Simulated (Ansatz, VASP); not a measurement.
# Two plane-wave programs on InO

The input INCAR:

```
SYSTEM = InO
ALGO = Normal ; EDIFF = 1E-6
ENCUT = 600 ; GGA = PE
GGA_COMPAT = .False. ; ISIF = 2
ISMEAR = 0 ; IVDW = 12
LASPH = .True. ; LCHARG = .False.
LREAL = .False. ; LWAVE = .False.
NBANDS = 27 ; NELM = 120
PREC = Accurate ; SIGMA = 0.05
```

The input KPOINTS:

```
k-points
0
Gamma
  12 12 4
  0 0 0
```

POSCAR

```
InO
1.0
    3.3225314902      0.0000000000      0.0000000000
   -1.6612657451      2.8773966754      0.0000000000
    0.0000000000      0.0000000000     16.8919503461
In O
2 2
Direct
    0.6666666667      0.3333333333      0.5895266171
    0.6666666667      0.3333333333      0.4104733829
    0.0000000000      0.0000000000      0.6398766426
    0.0000000000      0.0000000000      0.3601233574
```

Input for Ansatz:

```yaml
crystal:
  lattice:
    - [3.3225314902, 0.0, 0.0]
    - [-1.6612657451, 2.8773966754, 0.0]
    - [0.0, 0.0, 16.8919503461]
  atoms:
    - { symbol: In, position: [0.6666666667, 0.3333333333, 0.5895266171] }
    - { symbol: In, position: [0.6666666667, 0.3333333333, 0.4104733829] }
    - { symbol: O, position: [0.0, 0.0, 0.6398766426] }
    - { symbol: O, position: [0.0, 0.0, 0.3601233574] }
basis:
  ecutwfc: 420
kpoints:
  mp_grid: { grid: [12, 12, 4] }
hamiltonian:
  xc: pbe
  dispersion: d3bj
scf:
  occupations: { method: gaussian, width: 0.05 }
output:
  forces: true
  stress: true
  eigenvalues: true
```

Alike in both runs: task single point; functional PBE; dispersion D3(BJ); k mesh 12 × 12 × 4; occupations gaussian, width 0.05 eV; no spin polarisation.

|  | VASP | Ansatz |
| --- | --- | --- |
| version | VASP 6.6.1 | Ansatz 0.2.0 |
| potentials or method | VASP PAW PBE potentials, release 64 (In_d, O), cutoff 600 eV | scalar-relativistic, plane waves, PAW |
| valence electrons in the cell | 38 | 38 |

VASP gave:

| Property | Result |
| --- | --- |
| gap on the k mesh at the Fermi level (eV) | 0.08 |
| least direct gap on the mesh (eV) | 1.29 |
| rms of the force components (eV/Å) | 0.383 |

Q: Which values does Ansatz return?

A: gap on the k mesh at the Fermi level (eV): 0.08; least direct gap on the mesh (eV): 1.30; rms of the force components (eV/Å): 0.366.

Atom by atom the forces differ by 0.022 eV/Å (rms over components).
